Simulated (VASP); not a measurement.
Write the native input for VASP 6.6.1 that does the following.

* Task: single point
* Functional: PBEsol
* Potentials or basis: VASP PAW PBE potentials, release 64 (B, N)
* Cutoff: 520 eV
* k mesh: 10 × 10 × 10
* Occupations: fermi-dirac, width 0.1 eV
* Spin: no spin polarisation
* Dipole correction: no
* Further INCAR settings: ALGO = Normal; EDIFF = 1e-07; NBANDS = 11

The structure of BN lies in POSCAR:

```
BN
1.0
    1.2511217800      0.7223355000      3.3729344000
   -1.2511217800      0.7223355000      3.3729344000
    0.0000000000     -1.4446710000      3.3729344000
B N
1 1
Direct
    0.9996712000      0.9996712000      0.9996712000
    0.3327618000      0.3327618000      0.3327618000
```

The input as run:

INCAR

```
SYSTEM = BN
PREC     = Accurate       ! precision mode
ENCUT    = 520            ! plane-wave cutoff, eV
EDIFF    = 1E-7           ! SCF threshold, eV
ISMEAR   = -1             ! smearing method
SIGMA    = 0.1            ! smearing width, eV
LREAL    = .FALSE.        ! projectors in reciprocal space
LASPH    = .TRUE.         ! aspherical terms in the spheres
NELM     = 60             ! most SCF steps
ALGO     = Normal         ! electronic algorithm
ISIF     = 2              ! what is computed and relaxed
LWAVE    = .FALSE.        ! write WAVECAR
LCHARG   = .FALSE.        ! write CHGCAR
GGA      = PS             ! functional
NBANDS   = 11             ! bands
```

KPOINTS

```
Automatic mesh
0
G
  10 10 10
  0 0 0
```

Potentials or basis: VASP PAW PBE potentials, release 64 (B, N).

Launch:

```sh
$ cat potpaw_PBE.64/B/POTCAR potpaw_PBE.64/N/POTCAR > POTCAR
$ mpirun -np 1 vasp_std > vasp.out
```

It gave:

```yaml
Pressure: 1.0 GPa
Band_gap_on_the_k_mesh: 4.14 eV, indirect (least direct gap 4.83 eV)
```

Caveat: the PAW data sets were made with another functional, which shifts forces and pressure a little.

It took 42 s on 1 thread of Intel Xeon 8259CL, on a shared host, peak memory 0.16 GiB.
